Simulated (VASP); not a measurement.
# BAs (F-43m) in VASP: notebook, part 2 of 2

VASP 6.6.1. The steps go on from the part before.

## Step 4: Single point, PBE

This run uses another cell than the first one, of 13.42 Å³/atom, 1.137 times its volume.

The input, INCAR:

```
SYSTEM = BAs
ALGO = Normal
EDIFF = 1E-7
ENCUT = 520
GGA = PE
ISIF = 2
ISMEAR = -1
LASPH = .TRUE.
LCHARG = .FALSE.
LREAL = .FALSE.
LWAVE = .FALSE.
NBANDS = 11
NELM = 60
PREC = Accurate
SIGMA = 0.05
```

The input, KPOINTS:

```
k-points
0
G
  10 10 10
  0 0 0
```

The input, POSCAR:

```
BAs
1.0
    0.0000000000      2.3762061549      2.3762061549
    2.3762061549      0.0000000000      2.3762061549
    2.3762061549      2.3762061549      0.0000000000
As B
1 1
Direct
    0.7500000000      0.7500000000      0.7500000000
    0.0000000000      0.0000000000      0.0000000000
```

Potentials or basis: VASP PAW PBE potentials, release 64 (As, B).

On the command line:

```
> cat potpaw_PBE.64/As/POTCAR potpaw_PBE.64/B/POTCAR > POTCAR
> mpirun -np 1 vasp_std > vasp.out
```

OUTCAR:

```text
SYSTEM = BAs
   EDIFF = 1E-7
   ENCUT = 520
   GGA = PE
   ISIF = 2
   ISMEAR = -1
   LASPH = .TRUE.
   LREAL = .FALSE.
   NELM = 60
   PREC = Accurate

 ion  position               nearest neighbor table
   1  0.750  0.750  0.750-   2 2.06   2 2.06   2 2.06   2 2.06
   2  0.000  0.000  0.000-   1 2.06   1 2.06   1 2.06   1 2.06

  LATTYP: Found a face centered cubic cell.
 ALAT       =     4.7524123098

  Lattice vectors:

 A1 = (   0.0000000000,   2.3762061549,   2.3762061549)
 A2 = (   2.3762061549,   0.0000000000,   2.3762061549)
 A3 = (   2.3762061549,   2.3762061549,   0.0000000000)

[... 512 lines left out ...]
      8      15.4687      0.00000
      9      18.4874      0.00000
     10      22.2712      0.00000
     11      22.3154      0.00000

 [... further k-points ...]
[... 5 lines left out ...]
  --------------------------------------------------------------------------------------
  -------------------------------------------------------------------------------------
  Total        0.9650952      0.9650952      0.9650952      0.0000000      0.0000000     -0.0000000
  in kB       57.6233384     57.6233384     57.6233384      0.0000000      0.0000000     -0.0000000
  external PRESSURE =      57.6233384 kB  Pullay stress =       0.0000000 kB

 VOLUME and BASIS-vectors are now :
 -----------------------------------------------------------------------------
  energy-cutoff  :      520.00
  volume of cell :       26.83
      direct lattice vectors                 reciprocal lattice vectors
     0.000000000  2.376206155  2.376206155    -0.210419453  0.210419453  0.210419453
     2.376206155  0.000000000  2.376206155     0.210419453 -0.210419453  0.210419453
     2.376206155  2.376206155  0.000000000     0.210419453  0.210419453 -0.210419453

 POSITION                                       TOTAL-FORCE (eV/Angst)
 -----------------------------------------------------------------------------------
      3.56431      3.56431      3.56431         0.000000     -0.000000      0.000000
      0.00000      0.00000      0.00000        -0.000000      0.000000     -0.000000
 -----------------------------------------------------------------------------------
    total drift:                                0.000000      0.000000      0.000000

  FREE ENERGIE OF THE ION-ELECTRON SYSTEM (eV)
  ---------------------------------------------------
  free  energy   TOTEN  =       -11.3943423434 eV

  energy  without entropy=      -11.3943422421  energy(sigma->0) =      -11.39434229
```

OSZICAR:

```text
N       E                     dE             d eps       ncg     rms          rms(c)
DAV:   1     0.120805797573E+02    0.12081E+02   -0.37838E+03  1034   0.644E+02
DAV:   2    -0.113506961140E+02   -0.23431E+02   -0.22184E+02  1406   0.104E+02
DAV:   3    -0.120620738265E+02   -0.71138E+00   -0.70956E+00  1319   0.167E+01
DAV:   4    -0.120642381728E+02   -0.21643E-02   -0.21643E-02  1138   0.981E-01
DAV:   5    -0.120642412578E+02   -0.30849E-05   -0.30845E-05  1232   0.415E-02    0.504E+00
DAV:   6    -0.114642694003E+02    0.59997E+00   -0.16287E+00  1097   0.524E+00    0.245E+00
DAV:   7    -0.114008953195E+02    0.63374E-01   -0.20623E-01  1211   0.222E+00    0.997E-01
DAV:   8    -0.113938806779E+02    0.70146E-02   -0.20613E-02  1175   0.820E-01    0.998E-02
DAV:   9    -0.113941822263E+02   -0.30155E-03   -0.75657E-04  1181   0.161E-01    0.604E-02
DAV:  10    -0.113943364177E+02   -0.15419E-03   -0.18989E-04  1117   0.843E-02    0.123E-02
DAV:  11    -0.113943422340E+02   -0.58163E-05   -0.53028E-06  1261   0.155E-02    0.109E-02
DAV:  12    -0.113943422882E+02   -0.54269E-07   -0.26581E-06  1103   0.887E-03    0.383E-03
DAV:  13    -0.113943423434E+02   -0.55196E-07   -0.85942E-08  1034   0.190E-03
   1 F= -.11394342E+02 E0= -.11394342E+02  d E =-.101360E-06
```

Run time: 17 s. Hardware: 1 thread of Intel Xeon 8259CL, shared host; peak memory 0.16 GiB.

Results:

| Item | Value |
| --- | --- |
| Free energy | -11.3943 eV |
| Pressure | 5.8 GPa |
| Band gap on the k mesh | 1.16 eV, indirect (least direct gap 3.30 eV) |

Levels at points of the mesh, in eV from the valence-band top:
```csv
k point,band 2,band 3,band 4,band 5,band 6,band 7
"(0.00, 0.00, 0.00)",0.00,0.00,0.00,3.30,3.30,3.30
"(0.50, 0.00, 0.00)",-8.90,-1.85,-1.85,2.78,4.80,4.80
"(0.50, 0.50, 0.00)",-8.62,-4.15,-4.15,1.41,1.43,11.52
```

A k mesh can miss the band edges.

## Step 5: Single point, PBE

This run uses another cell than the first one, of 13.01 Å³/atom, 1.102 times its volume.

The input, INCAR:

```
PREC = Accurate
ENCUT = 520
EDIFF = 1E-6
ISMEAR = -1
SIGMA = 0.05
LREAL = False
LASPH = True
NELM = 60
ALGO = Normal
ISIF = 2
LWAVE = False
LCHARG = False
GGA = PE
NBANDS = 11
```

The input, KPOINTS:

```
Automatic mesh
0
Gamma
  10 10 10
```

The input, POSCAR:

```
BAs
1.0
    0.0000000000      2.3518231177      2.3518231177
    2.3518231177      0.0000000000      2.3518231177
    2.3518231177      2.3518231177      0.0000000000
As B
1 1
Direct
    0.7500000000      0.7500000000      0.7500000000
    0.0000000000      0.0000000000      0.0000000000
```

Potentials or basis: VASP PAW PBE potentials, release 64 (As, B).

On the command line:

```
> cat potpaw_PBE.64/As/POTCAR potpaw_PBE.64/B/POTCAR > POTCAR
> mpirun -np 1 vasp_std > vasp.out
```

OUTCAR:

```text
PREC = Accurate
   ENCUT = 520
   EDIFF = 1E-6
   ISMEAR = -1
   LREAL = False
   LASPH = True
   NELM = 60
   ISIF = 2
   GGA = PE

 ion  position               nearest neighbor table
   1  0.750  0.750  0.750-   2 2.04   2 2.04   2 2.04   2 2.04
   2  0.000  0.000  0.000-   1 2.04   1 2.04   1 2.04   1 2.04

  LATTYP: Found a face centered cubic cell.
 ALAT       =     4.7036462354

  Lattice vectors:

 A1 = (   0.0000000000,   2.3518231177,   2.3518231177)
 A2 = (   2.3518231177,   0.0000000000,   2.3518231177)
 A3 = (   2.3518231177,   2.3518231177,   0.0000000000)
[... 512 lines left out ...]
      7      15.8226      0.00000
      8      16.0254      0.00000
      9      19.1137      0.00000
     10      22.8280      0.00000
     11      23.0752      0.00000

 [... further k-points ...]
[... 5 lines left out ...]
  --------------------------------------------------------------------------------------
  -------------------------------------------------------------------------------------
  Total        1.7640417      1.7640417      1.7640417      0.0000000     -0.0000000      0.0000000
  in kB      108.6364277    108.6364277    108.6364277      0.0000000     -0.0000000      0.0000000
  external PRESSURE =     108.6364277 kB  Pullay stress =       0.0000000 kB

 VOLUME and BASIS-vectors are now :
 -----------------------------------------------------------------------------
  energy-cutoff  :      520.00
  volume of cell :       26.02
      direct lattice vectors                 reciprocal lattice vectors
     0.000000000  2.351823118  2.351823118    -0.212601023  0.212601023  0.212601023
     2.351823118  0.000000000  2.351823118     0.212601023 -0.212601023  0.212601023
     2.351823118  2.351823118  0.000000000     0.212601023  0.212601023 -0.212601023

 POSITION                                       TOTAL-FORCE (eV/Angst)
 -----------------------------------------------------------------------------------
      3.52773      3.52773      3.52773         0.000000     -0.000000     -0.000000
      0.00000      0.00000      0.00000        -0.000000      0.000000      0.000000
 -----------------------------------------------------------------------------------
    total drift:                                0.000000      0.000000      0.000000

  FREE ENERGIE OF THE ION-ELECTRON SYSTEM (eV)
  ---------------------------------------------------
  free  energy   TOTEN  =       -11.3520467919 eV

  energy  without entropy=      -11.3520466550  energy(sigma->0) =      -11.35204672
```

stdout:

```text
POSCAR found type information on POSCAR AsB
 POSCAR found :  2 types and       2 ions
 scaLAPACK will be used
 LDA part: xc-table for (Slater+PW92), standard interpolation
 POSCAR, INCAR and KPOINTS ok, starting setup
 FFT: planning ... GRIDC
 FFT: planning ... GRID_SOFT
 FFT: planning ... GRID
 WAVECAR not read
 entering main loop
```

Run time: 16 s. Hardware: 1 thread of Intel Xeon 8259CL, shared host; peak memory 0.16 GiB.

What came out:

* Free energy: -11.3520 eV
* Pressure: 10.9 GPa
* Band gap on the k mesh: 1.13 eV, indirect (least direct gap 3.34 eV)

A k mesh can miss the band edges. As with any semilocal functional, this PBE gap is likely too small.

## Step 6: Overview

```tsv
cell	gap on the mesh (eV)	pressure (GPa)
a = 3.220 Å, angles 60.0°, 2 atoms	1.02	31.4
a = 3.268 Å, angles 60.0°, 2 atoms	1.07	21.1
a = 3.360 Å, angles 60.0°, 2 atoms	1.16	5.8
a = 3.326 Å, angles 60.0°, 2 atoms	1.13	10.9
```

Alike in all rows: task single point; level PBE; potentials or basis VASP PAW PBE potentials, release 64 (As, B); no spin polarisation; k mesh 10 × 10 × 10; cutoff (eV) 520; smearing fermi-dirac 0.05 eV.

Absolute energies hang on the potentials; compare differences alone.
